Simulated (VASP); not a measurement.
# BAs (F-43m) in VASP: further runs

The runs below take BAs through single point, with r2SCAN, HSE06.

Program: VASP 6.6.1. These are calculated values, not measurements. Logs are shortened: lines on timing, memory, paths and dates and some standing lists are left out, and cuts for length are marked.

### 1 The cell of the first run

It takes space group F-43m (No. 216, cubic). The conventional cell has a = 4.975 Å, b = 4.975 Å, c = 4.975 Å, α = 90.00°, β = 90.00°, γ = 90.00°. B (site symmetry -43m) has 4 As at 2.15 Å within 2.9 Å. As (site symmetry -43m) has 4 B at 2.15 Å within 2.9 Å.

### 2 Single point, r2SCAN, non-collinear spin, zero start, spin-orbit coupling (strain +4.0%)

The input, POSCAR:

```
BAs
1.0
    0.0000000000      2.4875423082      2.4875423082
    2.4875423082      0.0000000000      2.4875423082
    2.4875423082      2.4875423082      0.0000000000
B As
1 1
Direct
    0.0000000000      0.0000000000      0.0000000000
    0.2500000000      0.2500000000      0.2500000000
```

The input, INCAR.step1:

```
PREC = Accurate
ENCUT = 520
ISMEAR = -1
SIGMA = 0.02
LREAL = False
LASPH = True
NELM = 150
MAGMOM = 0 0 0 0 0 0
LSORBIT = True
GGA_COMPAT = False
NBANDS = 20
GGA = PE
ALGO = Normal
EDIFF = 1E-4
LWAVE = True
LCHARG = False
```

The input, INCAR.step2:

```
PREC = Accurate
ENCUT = 520
EDIFF = 1E-6
ISMEAR = -1
SIGMA = 0.02
LREAL = False
LASPH = True
NELM = 150
ALGO = Normal
ISIF = 2
LWAVE = False
LCHARG = False
MAGMOM = 0 0 0 0 0 0
LORBIT = 11
LSORBIT = True
GGA_COMPAT = False
LORBMOM = True
METAGGA = R2SCAN
LMIXTAU = True
NBANDS = 20
ISTART = 1
```

The input, KPOINTS:

```
Automatic mesh
0
Gamma
  10 10 10
```

Potentials or basis: VASP PAW PBE potentials, release 64 (B, As).

Started as:

```bash
> cat potpaw_PBE.64/B/POTCAR potpaw_PBE.64/As/POTCAR > POTCAR
> cp INCAR.step1 INCAR
> mpirun -np 1 vasp_ncl > vasp.out
> cp INCAR.step2 INCAR
> mpirun -np 1 vasp_ncl > vasp.out
```

OUTCAR:

```text
PREC = Accurate
   ENCUT = 520
   EDIFF = 1E-6
   ISMEAR = -1
   LREAL = False
   LASPH = True
   NELM = 150
   ISIF = 2
   LORBIT = 11
   LSORBIT = True
   METAGGA = R2SCAN
   ISTART = 1

 ion  position               nearest neighbor table
   1  0.000  0.000  0.000-   2 2.15   2 2.15   2 2.15   2 2.15
   2  0.250  0.250  0.250-   1 2.15   1 2.15   1 2.15   1 2.15

  LATTYP: Found a face centered cubic cell.
 ALAT       =     4.9750846164

  Lattice vectors:

 A1 = (   0.0000000000,   2.4875423082,   2.4875423082)
 A2 = (   2.4875423082,   0.0000000000,   2.4875423082)
 A3 = (   2.4875423082,   2.4875423082,   0.0000000000)

Analysis of symmetry for initial positions (statically):
=====================================================================
 Subroutine PRICEL returns:
 Original cell was already a primitive cell.

 Routine SETGRP: Setting up the symmetry group for a
 face centered cubic supercell.

 Subroutine GETGRP returns: Found 24 space group operations
 (whereof 24 operations were pure point group operations)
 out of a pool of 48 trial point group operations.

The static configuration has the point symmetry T_d .

Analysis of symmetry for dynamics (positions and initial velocities):
=====================================================================
 Subroutine PRICEL returns:
 Original cell was already a primitive cell.

 Routine SETGRP: Setting up the symmetry group for a
 face centered cubic supercell.

 Subroutine GETGRP returns: Found 24 space group operations
 (whereof 24 operations were pure point group operations)
 out of a pool of 48 trial point group operations.

The dynamic configuration has the point symmetry T_d .

Analysis of structural, dynamic, and magnetic symmetry:
=====================================================================
 Subroutine PRICEL returns:
 Original cell was already a primitive cell.

 Routine SETGRP: Setting up the symmetry group for a
 face centered cubic supercell.

 Subroutine GETGRP returns: Found 24 space group operations
 (whereof 24 operations were pure point group operations)
 out of a pool of 48 trial point group operations.

The overall configuration has the point symmetry T_d .

 Subroutine INISYM returns: Found 24 space group operations
 (whereof 24 operations are pure point group operations),
 and found     1 'primitive' translations

----------------------------------------------------------------------------------------

                                     Primitive cell

  volume of cell :      30.7852

  direct lattice vectors                    reciprocal lattice vectors
     0.000000000  2.487542308  2.487542308    -0.201001606  0.201001606  0.201001606
     2.487542308  0.000000000  2.487542308     0.201001606 -0.201001606  0.201001606
     2.487542308  2.487542308  0.000000000     0.201001606  0.201001606 -0.201001606

  length of vectors
     3.517916069  3.517916069  3.517916069     0.348144995  0.348144995  0.348144995

  position of ions in fractional coordinates (direct lattice)
     0.000000000  0.000000000  0.000000000
     0.250000000  0.250000000  0.250000000

  ion indices of the primitive-cell ions
   primitive index   ion index
                 1           1
                 2           2

----------------------------------------------------------------------------------------

 KPOINTS: Automatic mesh

Automatic generation of k-mesh.
 Grid dimensions read from file:
 generate k-points for:   10   10   10

 Generating k-lattice:

  Cartesian coordinates                     Fractional coordinates (reciprocal lattice)
    -0.020100161  0.020100161  0.020100161     0.100000000  0.000000000  0.000000000
     0.020100161 -0.020100161  0.020100161     0.000000000  0.100000000  0.000000000
     0.020100161  0.020100161 -0.020100161     0.000000000  0.000000000  0.100000000

  Length of vectors
     0.034814499  0.034814499  0.034814499
[... 94 lines left out ...]

 number of electron       8.0000001 magnetization      -0.0000000     -0.0000000      0.0000000

 Free energy of the ion-electron system (eV)
  ---------------------------------------------------
  ext. energy  EPLUGINS =         0.00000000
  ---------------------------------------------------
  free energy    TOTEN  =       -22.11676473 eV

  energy without entropy =      -22.11676473  energy(sigma->0) =      -22.11676473

 E-fermi :   5.2373     XC(G=0): -10.5902

 val. band max:        4.7984386933   @ k =   0.0000   0.0000   0.0000
 cond. band min:       6.2176404259   @ k =   0.4000   0.4000   0.0000
 fundamental gap:      1.4192017326
 Fermi energy:         5.2372939427

 k-point     1 :       0.0000    0.0000    0.0000
  band No.  band energies     occupation
      1     -10.3310      1.00000
      2     -10.3310      1.00000
      3       4.5784      1.00000
      4       4.5784      1.00000
      5       4.7984      1.00000
      6       4.7984      1.00000
[... 541 lines left out ...]
     19      16.4935      0.00000
     20      16.5055      0.00000

 [... further k-points ...]

------------------------ aborting loop because EDIFF is reached ----------------------------------------

  FORCE on cell =-STRESS in cart. coord.  units (eV):
  Direction    XX          YY          ZZ          XY          YZ          ZX
  --------------------------------------------------------------------------------------
  -------------------------------------------------------------------------------------
  Total       -2.4869060     -2.4869060     -2.4869060      0.0000000      0.0000000     -0.0000000
  in kB     -129.4280843   -129.4280843   -129.4280843      0.0000000      0.0000000     -0.0000000
  external PRESSURE =    -129.4280843 kB  Pullay stress =       0.0000000 kB

 VOLUME and BASIS-vectors are now :
 -----------------------------------------------------------------------------
  energy-cutoff  :      520.00
  volume of cell :       30.79
      direct lattice vectors                 reciprocal lattice vectors
     0.000000000  2.487542308  2.487542308    -0.201001606  0.201001606  0.201001606
     2.487542308  0.000000000  2.487542308     0.201001606 -0.201001606  0.201001606
     2.487542308  2.487542308  0.000000000     0.201001606  0.201001606 -0.201001606

 POSITION                                       TOTAL-FORCE (eV/Angst)
 -----------------------------------------------------------------------------------
      0.00000      0.00000      0.00000        -0.000000     -0.000000     -0.000000
      1.24377      1.24377      1.24377         0.000000      0.000000      0.000000
 -----------------------------------------------------------------------------------
    total drift:                               -0.000000     -0.000000     -0.000000

  FREE ENERGIE OF THE ION-ELECTRON SYSTEM (eV)
  ---------------------------------------------------
  free  energy   TOTEN  =       -22.1167647335 eV

  energy  without entropy=      -22.1167647335  energy(sigma->0) =      -22.11676473

 orbital moment (x)

 # of ion     p       d       tot
 ----------------------------------------
  1         0.000   0.000   0.000
  2        -0.000   0.000  -0.000
 ----------------------------------------
           -0.000   0.000  -0.000

 orbital moment (y)

 # of ion     p       d       tot
 ----------------------------------------
  1         0.000   0.000   0.000
  2        -0.000  -0.000  -0.000
 ----------------------------------------
           -0.000  -0.000  -0.000

 orbital moment (z)

 # of ion     p       d       tot
 ----------------------------------------
  1        -0.000   0.000  -0.000
  2         0.000  -0.000  -0.000
 ----------------------------------------
           -0.000  -0.000  -0.000

 Spin-Orbit-Coupling matrix elements

 Ion:    1  E_soc:     -0.0000092
 l=   1
     0.0000000    -0.0000015    -0.0000015
    -0.0000015     0.0000000    -0.0000015
    -0.0000015    -0.0000015     0.0000000
 l=   2
     0.0000000     0.0000000     0.0000000     0.0000000     0.0000000
     0.0000000     0.0000000     0.0000000     0.0000000     0.0000000
     0.0000000     0.0000000     0.0000000     0.0000000     0.0000000
     0.0000000     0.0000000     0.0000000     0.0000000     0.0000000
     0.0000000     0.0000000     0.0000000     0.0000000     0.0000000
 l=   3
     0.0000000     0.0000000     0.0000000     0.0000000     0.0000000     0.0000000     0.0000000
     0.0000000     0.0000000     0.0000000     0.0000000     0.0000000     0.0000000     0.0000000
     0.0000000     0.0000000     0.0000000     0.0000000     0.0000000     0.0000000     0.0000000
     0.0000000     0.0000000     0.0000000     0.0000000     0.0000000     0.0000000     0.0000000
     0.0000000     0.0000000     0.0000000     0.0000000     0.0000000     0.0000000     0.0000000
     0.0000000     0.0000000     0.0000000     0.0000000     0.0000000     0.0000000     0.0000000
     0.0000000     0.0000000     0.0000000     0.0000000     0.0000000     0.0000000     0.0000000

 Ion:    2  E_soc:     -0.0205370
 l=   1
     0.0000000    -0.0034016    -0.0034016
    -0.0034016     0.0000000    -0.0034016
    -0.0034016    -0.0034016     0.0000000
 l=   2
     0.0000000    -0.0000111     0.0000000    -0.0000111    -0.0000101
    -0.0000111     0.0000000    -0.0000076    -0.0000111    -0.0000025
     0.0000000    -0.0000076     0.0000000    -0.0000076     0.0000000
    -0.0000111    -0.0000111    -0.0000076     0.0000000    -0.0000025
    -0.0000101    -0.0000025     0.0000000    -0.0000025     0.0000000
 l=   3
     0.0000000     0.0000000     0.0000000     0.0000000     0.0000000     0.0000000     0.0000000
     0.0000000     0.0000000     0.0000000     0.0000000     0.0000000     0.0000000     0.0000000
     0.0000000     0.0000000     0.0000000     0.0000000     0.0000000     0.0000000     0.0000000
     0.0000000     0.0000000     0.0000000     0.0000000     0.0000000     0.0000000     0.0000000
     0.0000000     0.0000000     0.0000000     0.0000000     0.0000000     0.0000000     0.0000000
     0.0000000     0.0000000     0.0000000     0.0000000     0.0000000     0.0000000     0.0000000
     0.0000000     0.0000000     0.0000000     0.0000000     0.0000000     0.0000000     0.0000000

 total charge

# of ion       s       p       d       tot
------------------------------------------
    1        0.655   1.037   0.000   1.692
    2        1.178   1.602   0.071   2.850
--------------------------------------------------
tot          1.833   2.639   0.071   4.542

 magnetization (x)

# of ion       s       p       d       tot
------------------------------------------
    1       -0.000  -0.000   0.000  -0.000
    2        0.000  -0.000   0.000  -0.000
--------------------------------------------------
tot         -0.000  -0.000   0.000  -0.000

 magnetization (y)

# of ion       s       p       d       tot
------------------------------------------
    1        0.000  -0.000   0.000   0.000
    2        0.000   0.000   0.000   0.000
--------------------------------------------------
tot          0.000  -0.000   0.000   0.000

 magnetization (z)

# of ion       s       p       d       tot
------------------------------------------
    1       -0.000  -0.000   0.000  -0.000
    2       -0.000  -0.000  -0.000  -0.000
--------------------------------------------------
tot         -0.000  -0.000  -0.000  -0.000
```

Wall time 5.1 min (1 thread of Intel Xeon 6975P-C (Granite Rapids), shared host); peak memory 0.32 GiB.

What came out:

```
Free energy                                           : -22.1168 eV
Pressure                                              : -12.9 GPa
Net moment                                            : 0.00 μB per cell
Valence electrons inside the program's atomic spheres : B 1.69; As 2.85
```

Moments on the atoms (μB; x, y, z):
```
B   0.00 0.00 0.00
As  0.00 0.00 0.00
```

Caveat: the cell differs from its parent crystal (strain +4.0%); the cell stands under tension; the PAW data sets were made with another functional, which shifts forces and pressure a little.

(Part 1 of 2 ends here.)
